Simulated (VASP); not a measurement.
# TePb (Fm-3m) in VASP: a series of runs

Runs on TePb. Level: LDA. Tasks: single point, relaxation of cell and atoms.

Program: VASP 6.6.1. These are calculated values, not measurements. Logs are shortened: lines on timing, memory, paths and dates and some standing lists are left out, and cuts for length are marked.

## (1) The cell of the first run

It takes space group Fm-3m (No. 225, cubic). The conventional cell has a = 6.381 Å, b = 6.381 Å, c = 6.381 Å, α = 90.00°, β = 90.00°, γ = 90.00°. Within 4.2 Å of Pb (site symmetry m-3m) lie 6 Te at 3.19 Å. Te (site symmetry m-3m) has 6 Pb at 3.19 Å within 4.2 Å.

## (2) Single point, LDA

File INCAR:

```
SYSTEM = TePb
PREC     = Accurate       ! precision mode
ENCUT    = 500            ! plane-wave cutoff, eV
EDIFF    = 1E-6           ! SCF threshold, eV
ISMEAR   = 0              ! smearing method
SIGMA    = 0.02           ! smearing width, eV
LREAL    = .False.        ! projectors in reciprocal space
LASPH    = .True.         ! aspherical terms in the spheres
NELM     = 120            ! most SCF steps
ALGO     = Normal         ! electronic algorithm
ISIF     = 2              ! what is computed and relaxed
LWAVE    = .False.        ! write WAVECAR
LCHARG   = .True.         ! write CHGCAR
GGA      = CA             ! functional
LELF     = .True.         ! ELF
LVHAR    = .True.       
NBANDS   = 17             ! bands
GGA_COMPAT= .False.
```

File KPOINTS:

```
regular mesh
0
Gamma
  10 10 10
  0 0 0
```

File POSCAR:

```
TePb
1.0
    0.0000000000      3.1904425253      3.1904425253
    3.1904425253      0.0000000000      3.1904425253
    3.1904425253      3.1904425253      0.0000000000
Pb Te
1 1
Direct
    0.0000000000      0.0000000000      0.0000000000
    0.5000000000      0.5000000000      0.5000000000
```

Potentials or basis: VASP PAW LDA potentials, release 64 (Pb_d, Te).

On the command line:

```bash
cat potpaw_LDA.64/Pb_d/POTCAR potpaw_LDA.64/Te/POTCAR > POTCAR
mpirun -np 1 vasp_std > vasp.out
```

OUTCAR:

```text
SYSTEM = TePb
   PREC = Accurate
   ENCUT = 500
   EDIFF = 1E-6
   ISMEAR = 0
   LREAL = .False.
   LASPH = .True.
   NELM = 120
   ISIF = 2
   GGA = CA

 ion  position               nearest neighbor table
   1  0.000  0.000  0.000-   2 3.19   2 3.19   2 3.19   2 3.19   2 3.19   2 3.19
   2  0.500  0.500  0.500-   1 3.19   1 3.19   1 3.19   1 3.19   1 3.19   1 3.19

  LATTYP: Found a face centered cubic cell.
 ALAT       =     6.3808850506

  Lattice vectors:

 A1 = (   0.0000000000,   3.1904425253,   3.1904425253)
 A2 = (   3.1904425253,   0.0000000000,   3.1904425253)
 A3 = (   3.1904425253,   3.1904425253,   0.0000000000)

Analysis of symmetry for initial positions (statically):
=====================================================================
 Subroutine PRICEL returns:
 Original cell was already a primitive cell.

 Routine SETGRP: Setting up the symmetry group for a
 face centered cubic supercell.

 Subroutine GETGRP returns: Found 48 space group operations
 (whereof 48 operations were pure point group operations)
 out of a pool of 48 trial point group operations.

The static configuration has the point symmetry O_h .

Analysis of symmetry for dynamics (positions and initial velocities):
=====================================================================
 Subroutine PRICEL returns:
 Original cell was already a primitive cell.

 Routine SETGRP: Setting up the symmetry group for a
 face centered cubic supercell.

 Subroutine GETGRP returns: Found 48 space group operations
 (whereof 48 operations were pure point group operations)
 out of a pool of 48 trial point group operations.

The dynamic configuration has the point symmetry O_h .

 Subroutine INISYM returns: Found 48 space group operations
 (whereof 48 operations are pure point group operations),
 and found     1 'primitive' translations

----------------------------------------------------------------------------------------

                                     Primitive cell

  volume of cell :      64.9505

  direct lattice vectors                    reciprocal lattice vectors
     0.000000000  3.190442525  3.190442525    -0.156718072  0.156718072  0.156718072
     3.190442525  0.000000000  3.190442525     0.156718072 -0.156718072  0.156718072
     3.190442525  3.190442525  0.000000000     0.156718072  0.156718072 -0.156718072

  length of vectors
     4.511967089  4.511967089  4.511967089     0.271443662  0.271443662  0.271443662

  position of ions in fractional coordinates (direct lattice)
     0.000000000  0.000000000  0.000000000
     0.500000000  0.500000000  0.500000000

  ion indices of the primitive-cell ions
   primitive index   ion index
                 1           1
                 2           2

----------------------------------------------------------------------------------------

 KPOINTS: regular mesh

Automatic generation of k-mesh.
 Grid dimensions read from file:
 generate k-points for:   10   10   10

 Generating k-lattice:

  Cartesian coordinates                     Fractional coordinates (reciprocal lattice)
    -0.015671807  0.015671807  0.015671807     0.100000000  0.000000000  0.000000000
     0.015671807 -0.015671807  0.015671807     0.000000000  0.100000000  0.000000000
     0.015671807  0.015671807 -0.015671807     0.000000000  0.000000000  0.100000000

  Length of vectors
     0.027144366  0.027144366  0.027144366

  Shift w.r.t. Gamma in fractional coordinates (k-lattice)
     0.000000000  0.000000000  0.000000000

 Subroutine IBZKPT returns following result:
 ===========================================

 Found     47 irreducible k-points:

 Following reciprocal coordinates:
            Coordinates               Weight
  0.000000  0.000000  0.000000      1.000000
  0.100000  0.000000  0.000000      8.000000
  0.200000  0.000000  0.000000      8.000000
  0.300000  0.000000  0.000000      8.000000
  0.400000  0.000000  0.000000      8.000000
  0.500000  0.000000  0.000000      4.000000
[... 16 lines left out ...]
  0.300000  0.300000  0.000000      6.000000
  0.400000  0.300000  0.000000     24.000000
 [... further k-points ...]
   k-points           NKPTS =     47   k-points in BZ     NKDIM =     47   number of bands    NBANDS=     17
   number of dos      NEDOS =    301   number of ions     NIONS =      2
   total plane-waves  NPLWV =  46656
   dimension x,y,z NGX =    36 NGY =   36 NGZ =   36
   dimension x,y,z NGXF=    72 NGYF=   72 NGZF=   72
   ions per type =               1   1
   NGX,Y,Z   is equivalent  to a cutoff of  13.26, 13.26, 13.26 a.u.
   NGXF,Y,Z  is equivalent  to a cutoff of  26.53, 26.53, 26.53 a.u.
 SYSTEM =  TePb
   PREC   = accura    normal or accurate (medium, high low for compatibility)
   ISTART =      0    job   : 0-new  1-cont  2-samecut
   ICHARG =      2    charge: 1-file 2-atom 10-const
   ISPIN  =      1    spin polarized calculation?
   LNONCOLLINEAR =      F non collinear calculations
   LSORBIT =      F    spin-orbit coupling
   LASPH  =      T    aspherical Exc in radial PAW
   ENCUT  =  500.0 eV  36.75 Ry    6.06 a.u.   8.23  8.23  8.23*2*pi/ulx,y,z
   NELM   =    120;   NELMIN=  2; NELMDL= -5     # of ELM steps
   EDIFF  = 0.1E-05   stopping-criterion for ELM
   LREAL  =      F    real-space projection
   EDIFFG = 0.1E-04   stopping-criterion for IOM
   NSW    =      0    number of steps for IOM
   IBRION =     -1    ionic relax: 0-MD 1-quasi-New 2-CG
   NFREE  =      0    steps in history (QN), initial steepest desc. (CG)
   ISIF   =      2    stress and relaxation
   ISYM   =      2    0-nonsym 1-usesym 2-fastsym
   POTIM  = 0.5000    time-step for ionic-motion
   TEBEG  =    0.0;   TEEND  =   0.0 temperature during run
   PSTRESS=    0.0 pullay stress
   NELECT =      20.0000    total number of electrons
   NUPDOWN=      -1.0000    fix difference up-down
   EMIN   =  10.00;   EMAX   =-10.00  energy-range for DOS
   EFERMI =   0.00;   METHOD = LEGACY
   ISMEAR =     0;   SIGMA  =   0.02  broadening in eV -4-tet -1-fermi 0-gaus
   EFERMI_NEDOS =   21; number of points for ismear=-14 and -15
   IALGO  =     38    algorithm
   IMIX   =      4    mixing-type and parameters
     AMIX     =   0.40;   BMIX     =  1.00
     AMIX_MAG =   1.60;   BMIX_MAG =  1.00
  volume/ion in A,a.u.               =      32.48       219.15
  Fermi-wavevector in a.u.,A,eV,Ry     =   1.105496  2.089085 16.627976  1.222122
  Thomas-Fermi vector in A             =   2.241984
   LORBIT       =      0    0 simple, 1 ext, 2 COOP (PROOUT), +10 PAW based schemes
   GGA     = CA    functional components
   LHFCALC =     F    Hartree Fock is set to
   AEXX    =    0.0000 exact exchange contribution
   IVDW    =     0    specifies the selected vdW correction
   LEPSILON=     F    determine dielectric tensor
   LRPA    =     F    only Hartree local field effects (RPA)
 non-spin polarized calculation
 Gauss-broadening in eV      SIGMA  =   0.02
  energy-cutoff  :      500.00
  volume of cell :       64.95
 maximum number of plane-waves:      1676
 NGX is ok and might be reduce to    36
   NGX = 17   NGY = 17   NGZ = 17

 number of electron      19.9999999 magnetization

 Free energy of the ion-electron system (eV)
  ---------------------------------------------------
  ext. energy  EPLUGINS =         0.00000000
  ---------------------------------------------------
  free energy    TOTEN  =        -8.77506878 eV

  energy without entropy =       -8.77506878  energy(sigma->0) =       -8.77506878

 E-fermi :   6.0324     XC(G=0):  -9.7414

 val. band max:        5.9265904801   @ k =   0.5000   0.0000   0.0000
 cond. band min:       6.4813795202   @ k =   0.5000   0.0000   0.0000
 fundamental gap:      0.5547890401
 Fermi energy:         6.0324127149

 k-point     1 :       0.0000    0.0000    0.0000
  band No.  band energies     occupation
      1     -10.8197      2.00000
      2     -10.8197      2.00000
      3     -10.8027      2.00000
      4     -10.8027      2.00000
      5     -10.8027      2.00000
      6      -6.4588      2.00000
[... 9 lines left out ...]
     16      11.6124      0.00000
     17      13.0502      0.00000

 k-point     2 :       0.1000    0.0000    0.0000
  band No.  band energies     occupation
      1     -10.8211      2.00000
      2     -10.8211      2.00000
      3     -10.8025      2.00000
      4     -10.8012      2.00000
      5     -10.8012      2.00000
      6      -6.3682      2.00000
[... 9 lines left out ...]
     16      11.8093      0.00000
     17      13.8530      0.00000

 k-point     3 :       0.2000    0.0000    0.0000
  band No.  band energies     occupation
      1     -10.8253      2.00000
      2     -10.8253      2.00000
      3     -10.8018      2.00000
      4     -10.7964      2.00000
      5     -10.7964      2.00000
      6      -6.1023      2.00000
[... 9 lines left out ...]
     16      12.3453      0.00000
     17      15.3984      0.00000

 k-point     4 :       0.3000    0.0000    0.0000
  band No.  band energies     occupation
      1     -10.8310      2.00000
      2     -10.8310      2.00000
      3     -10.8012      2.00000
      4     -10.7900      2.00000
      5     -10.7900      2.00000
      6      -5.6855      2.00000
[... 9 lines left out ...]
     16      13.1800      0.00000
     17      16.9316      0.00000
[... 343 lines left out ...]
      1     -10.8332      2.00000
      2     -10.8331      2.00000
      3     -10.7992      2.00000
      4     -10.7915      2.00000
      5     -10.7884      2.00000
      6      -5.5483      2.00000
[... 9 lines left out ...]
     16      14.6262      0.00000
     17      15.0800      0.00000

 k-point    23 :       0.3000    0.3000    0.0000
  band No.  band energies     occupation
      1     -10.8648      2.00000
      2     -10.8110      2.00000
      3     -10.8107      2.00000
      4     -10.7830      2.00000
      5     -10.7830      2.00000
      6      -5.4476      2.00000
[... 9 lines left out ...]
     16      14.8526      0.00000
     17      15.1961      0.00000

 k-point    24 :       0.4000    0.3000    0.0000
  band No.  band energies     occupation
      1     -10.8745      2.00000
      2     -10.8117      2.00000
      3     -10.8107      2.00000
      4     -10.7796      2.00000
      5     -10.7784      2.00000
      6      -5.1109      2.00000
[... 9 lines left out ...]
     16      15.5957      0.00000
     17      16.1004      0.00000

 [... further k-points ...]

------------------------ aborting loop because EDIFF is reached ----------------------------------------

  FORCE on cell =-STRESS in cart. coord.  units (eV):
  Direction    XX          YY          ZZ          XY          YZ          ZX
  --------------------------------------------------------------------------------------
  -------------------------------------------------------------------------------------
  Total        0.0224276      0.0224276      0.0224276      0.0000000     -0.0000000      0.0000000
  in kB        0.5532362      0.5532362      0.5532362      0.0000000     -0.0000000      0.0000000
  external PRESSURE =       0.5532362 kB  Pullay stress =       0.0000000 kB

 VOLUME and BASIS-vectors are now :
 -----------------------------------------------------------------------------
  energy-cutoff  :      500.00
  volume of cell :       64.95
      direct lattice vectors                 reciprocal lattice vectors
     0.000000000  3.190442525  3.190442525    -0.156718072  0.156718072  0.156718072
     3.190442525  0.000000000  3.190442525     0.156718072 -0.156718072  0.156718072
     3.190442525  3.190442525  0.000000000     0.156718072  0.156718072 -0.156718072

 POSITION                                       TOTAL-FORCE (eV/Angst)
 -----------------------------------------------------------------------------------
      0.00000      0.00000      0.00000         0.000000      0.000000     -0.000000
      3.19044      3.19044      3.19044         0.000000      0.000000      0.000000
 -----------------------------------------------------------------------------------
    total drift:                               -0.000000      0.000000      0.000000

  FREE ENERGIE OF THE ION-ELECTRON SYSTEM (eV)
  ---------------------------------------------------
  free  energy   TOTEN  =        -8.7750687795 eV

  energy  without entropy=       -8.7750687795  energy(sigma->0) =       -8.77506878
```

It took 45 s on 1 thread of Intel Xeon Platinum 8375C at 2.90GHz (Ice Lake), shared host; peak memory 0.19 GiB.

What came out:

- Free energy: -8.7751 eV
- Pressure: 0.1 GPa
- Band gap on the k mesh: 0.55 eV

Caveat: spin-orbit coupling is left out, which moves the levels of the heavy elements. A k mesh can miss the band edges.

## (3) Relaxation of cell and atoms, LDA

This run uses another cell than the first one, of 33.39 Å³/atom.

File INCAR:

```
PREC = Accurate ; ENCUT = 500
EDIFF = 1E-7 ; ISMEAR = 0
SIGMA = 0.02 ; LREAL = F
LASPH = T ; NELM = 120
ALGO = Normal ; ISIF = 3
LWAVE = F ; LCHARG = F
GGA = CA ; IBRION = 2
NSW = 100 ; EDIFFG = -0.002
GGA_COMPAT = F ; NELMIN = 4
```

File KPOINTS:

```
regular mesh
0
Gamma
  8 8 8
```

File POSCAR:

```
TePb
1.0
    0.0000000000      3.2200000000      3.2200000000
    3.2200000000      0.0000000000      3.2200000000
    3.2200000000      3.2200000000      0.0000000000
Pb Te
1 1
Direct
    0.0000000000      0.0000000000      0.0000000000
    0.5000000000      0.5000000000      0.5000000000
```

Potentials or basis: VASP PAW LDA potentials, release 64 (Pb_d, Te).

On the command line:

```bash
cat potpaw_LDA.64/Pb_d/POTCAR potpaw_LDA.64/Te/POTCAR > POTCAR
mpirun -np 1 vasp_std > vasp.out
```

It took 52 s on 1 thread of Intel Xeon Platinum 8375C at 2.90GHz (Ice Lake), shared host; peak memory 0.18 GiB.

The run converged. Its results:

```yaml
Free_energy: -8.7752 eV
Relaxed_volume: 32.53 Å³/atom
Relaxed_cell: a = 4.514 Å, b = 4.514 Å, c = 4.514 Å, α = 60.00°, β = 60.00°, γ = 60.00°
Space_group_after_relaxing_to_0.1_Å: Fm-3m (No. 225)
Energy_gained_by_relaxing: 3.3 meV/atom
Ionic_steps: 3
Pressure_after_relaxing: 0.0 GPa
Band_gap_on_the_k_mesh: 0.56 eV
```

Step by step:
| step | energy change (eV) | largest force (eV/Å) | pressure (GPa) | volume (Å³) |
| --- | --- | --- | --- | --- |
| 1 | 0.0000 | 0.0000 | -1.21 | 66.77 |
| 2 | -0.0055 | 0.0000 | 0.53 | 64.37 |
| 3 | -0.0066 | 0.0000 | -0.01 | 65.05 |

Final structure:
```cif
data_structure
_symmetry_space_group_name_H-M 'P 1'
_symmetry_Int_Tables_number 1
_cell_length_a 4.5144
_cell_length_b 4.5144
_cell_length_c 4.5144
_cell_angle_alpha 60.000
_cell_angle_beta 60.000
_cell_angle_gamma 60.000
_cell_volume 65.05
loop_
_atom_site_label
_atom_site_type_symbol
_atom_site_fract_x
_atom_site_fract_y
_atom_site_fract_z
_atom_site_occupancy
Pb1 Pb 0.00000 0.00000 0.00000 1
Te1 Te 0.50000 0.50000 0.50000 1
```

Levels at points of the mesh, in eV from the valence-band top:
```
           k point  band 6  band 7  band 8  band 9  band 10  band 11  band 12  band 13  band 14
(0.00, 0.00, 0.00)  -12.37   -5.59   -1.49   -1.49    -1.49     4.02     4.02     4.02     5.69
(0.50, 0.00, 0.00)  -10.84   -8.84   -0.99   -0.99     0.00     0.56     1.11     1.11     8.33
(0.50, 0.50, 0.00)  -10.55   -7.42   -4.82   -3.03    -3.03     3.09     5.51     5.51     6.81
```

Caveat: spin-orbit coupling is left out, which moves the levels of the heavy elements. A k mesh can miss the band edges.

## (4) Relaxation of cell and atoms, LDA

File INCAR:

```
SYSTEM = TePb
PREC = Accurate
ENCUT = 500
EDIFF = 1E-7
ISMEAR = 0
SIGMA = 0.02
LREAL = .FALSE.
LASPH = .TRUE.
NELM = 120
ALGO = Normal
ISIF = 3
LWAVE = .FALSE.
LCHARG = .FALSE.
GGA = CA
IBRION = 2
NSW = 100
EDIFFG = -0.002
GGA_COMPAT = .FALSE.
NELMIN = 4
```

File KPOINTS:

```
regular mesh
0
G
  10 10 10
  0 0 0
```

File POSCAR:

```
TePb
1.0
    0.0000000000      3.1904425253      3.1904425253
    3.1904425253      0.0000000000      3.1904425253
    3.1904425253      3.1904425253      0.0000000000
Pb Te
1 1
Direct
    0.0000000000      0.0000000000      0.0000000000
    0.5000000000      0.5000000000      0.5000000000
```

On the command line:

```bash
cat potpaw_LDA.64/Pb_d/POTCAR potpaw_LDA.64/Te/POTCAR > POTCAR
mpirun -np 1 vasp_std > vasp.out
```

Wall time 72 s (1 thread of Intel Xeon Platinum 8375C at 2.90GHz (Ice Lake), shared host); peak memory 0.2 GiB.

It converged, with:

```yaml
Free_energy: -8.7751 eV
Relaxed_volume: 32.51 Å³/atom
Relaxed_cell: a = 4.514 Å, b = 4.514 Å, c = 4.514 Å, α = 60.00°, β = 60.00°, γ = 60.00°
Space_group_after_relaxing_to_0.1_Å: Fm-3m (No. 225)
Energy_gained_by_relaxing: 0.0 meV/atom
Ionic_steps: 4
Pressure_after_relaxing: 0.0 GPa
Band_gap_on_the_k_mesh: 0.56 eV
```

Final structure:
```
CELL_PARAMETERS angstrom
0.00000 3.19169 3.19169
3.19169 0.00000 3.19169
3.19169 3.19169 0.00000
ATOMIC_POSITIONS crystal
Pb 0.00000 0.00000 0.00000
Te 0.50000 0.50000 0.50000
```

Levels at points of the mesh, in eV from the valence-band top:
| k point | band 6 | band 7 | band 8 | band 9 | band 10 | band 11 | band 12 | band 13 | band 14 |
| --- | --- | --- | --- | --- | --- | --- | --- | --- | --- |
| (0.00, 0.00, 0.00) | -12.37 | -5.59 | -1.50 | -1.50 | -1.50 | 4.02 | 4.02 | 4.02 | 5.69 |
| (0.50, 0.00, 0.00) | -10.84 | -8.85 | -0.99 | -0.99 | 0.00 | 0.56 | 1.10 | 1.10 | 8.33 |
| (0.50, 0.50, 0.00) | -10.55 | -7.42 | -4.82 | -3.03 | -3.03 | 3.08 | 5.51 | 5.51 | 6.81 |

Caveat: spin-orbit coupling is left out, which moves the levels of the heavy elements.

## (5) Overview

```tsv
task	cell	k mesh	gap on the mesh (eV)	pressure (GPa)	relaxed volume (Å³/atom)
single point	a = 4.512 Å, angles 60.0°, 2 atoms	10 × 10 × 10	0.55	0.1	-
relaxation of cell and atoms	relaxed from a = 4.554 Å, angles 60.0°, 2 atoms	8 × 8 × 8	0.56	0.0	32.53
relaxation of cell and atoms	relaxed from a = 4.512 Å, angles 60.0°, 2 atoms	10 × 10 × 10	0.56	0.0	32.51
```

Alike in all rows: level LDA; potentials or basis VASP PAW LDA potentials, release 64 (Pb_d, Te); no spin polarisation; cutoff (eV) 500; smearing gaussian 0.02 eV.

Caveats: spin-orbit coupling is left out, which moves the levels of the heavy elements.

Absolute energies hang on the potentials; compare differences alone.
